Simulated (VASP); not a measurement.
A run of VASP 6.6.1 is set up as follows.

INCAR

```
SYSTEM = LiNbO3
PREC     = Accurate       ! precision mode
ENCUT    = 600            ! plane-wave cutoff, eV
EDIFF    = 1E-6           ! SCF threshold, eV
ISMEAR   = 0              ! smearing method
SIGMA    = 0.02           ! smearing width, eV
LREAL    = .False.        ! projectors in reciprocal space
LASPH    = .True.         ! aspherical terms in the spheres
NELM     = 100            ! most SCF steps
ALGO     = Normal         ! electronic algorithm
ISIF     = 3              ! what is computed and relaxed
LWAVE    = .False.        ! write WAVECAR
LCHARG   = .False.        ! write CHGCAR
GGA      = CA             ! functional
IBRION   = 2              ! ionic algorithm
NSW      = 100            ! ionic steps
EDIFFG   = -0.002         ! ionic threshold
```

File KPOINTS:

```
Automatic mesh
0
Gamma
  6 6 6
  0 0 0
```

File POSCAR:

```
LiNbO3
1.0
    2.5336727254      1.4628166300      4.5679528310
   -2.5336727254      1.4628166300      4.5679528310
    0.0000000000     -2.9256332601      4.5679528310
Li Nb O
2 2 6
Direct
    0.7051140841      0.7051140841      0.7051140841
    0.2051140841      0.2051140841      0.2051140841
    0.9889349626      0.9889349626      0.9889349626
    0.4889349626      0.4889349626      0.4889349626
    0.8814487732      0.2698761308      0.6210748394
    0.6210748394      0.8814487732      0.2698761308
    0.2698761308      0.6210748394      0.8814487732
    0.7698761308      0.3814487732      0.1210748394
    0.3814487732      0.1210748394      0.7698761308
    0.1210748394      0.7698761308      0.3814487732
```

Potentials or basis: VASP PAW LDA potentials, release 64 (Li_sv, Nb_sv, O).

Run with:

```sh
$ cat potpaw_LDA.64/Li_sv/POTCAR potpaw_LDA.64/Nb_sv/POTCAR potpaw_LDA.64/O/POTCAR > POTCAR
$ mpirun -np 1 vasp_std > vasp.out
```

Task: Estimate the relaxed cell.

Result: a = 5.416 Å, b = 5.416 Å, c = 5.416 Å, α = 55.73°, β = 55.73°, γ = 55.73°.

Task: Estimate the relaxed volume.

Result: 10.12 Å³/atom.

Final structure:
```xyz
10
Lattice="2.5317 1.4617 4.5596 -2.5317 1.4617 4.5596 0.0000 -2.9234 4.5596" Properties=species:S:1:pos:R:3 pbc="T T T"
Li    0.0000    0.0000    9.6512
Li    0.0000    0.0000    2.8117
Nb    0.0000    0.0000   13.5345
Nb    0.0000    0.0000    6.6951
O     1.5490   -0.1309    8.0772
O    -0.6611    1.4069    8.0772
O    -0.8878   -1.2760    8.0772
O     0.9828    1.3308    5.7973
O     0.6611   -1.5165    5.7973
O    -1.6439    0.1857    5.7973
```

Caveat: the cutoff is under 1.25 times the usual one of these potentials, so pressure, stress and relaxed cells hold a basis-set (Pulay) error.
